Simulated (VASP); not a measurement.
Input of a VASP 6.6.1 run:

The input INCAR:

```
PREC = Accurate ; ENCUT = 500
EDIFF = 1E-6 ; ISMEAR = 0
SIGMA = 0.15 ; LREAL = F
LASPH = T ; NELM = 120
ALGO = Normal ; ISIF = 2
LWAVE = F ; LCHARG = T
GGA = PE ; LELF = T
LVHAR = T ; NBANDS = 16
GGA_COMPAT = F
```

KPOINTS

```
Automatic mesh
0
Gamma
  3 5 5
```

The input POSCAR:

```
CdS
1.0
    3.4552916963      0.0000000000      0.0000000000
    0.0000000000      1.8985733225      3.2967322842
    0.0000000000     -1.8985733225      3.2967322842
Cd S
1 1
Direct
    0.5000000000      0.6665746413      0.6665746413
    0.0000000000      0.3334253587      0.3334253587
```

Potentials or basis: VASP PAW PBE potentials, release 64 (Cd, S).

Run with:

```console
$ cat potpaw_PBE.64/Cd/POTCAR potpaw_PBE.64/S/POTCAR > POTCAR
$ mpirun -np 1 vasp_std > vasp.out
```

Question: Predict the band gap on the k mesh.

Answer: Zero (band 9 reaches 3.00 eV, above the bottom of band 10 at 2.68 eV).

Question: What does it give for the pressure?

Answer: 0.2 GPa.

Stress tensor (GPa, compression positive):
```
0.14 0.00 0.00
0.00 0.35 0.00
0.00 0.00 0.19
```

Caveat: the k points lie up to 0.61 Å⁻¹ apart.
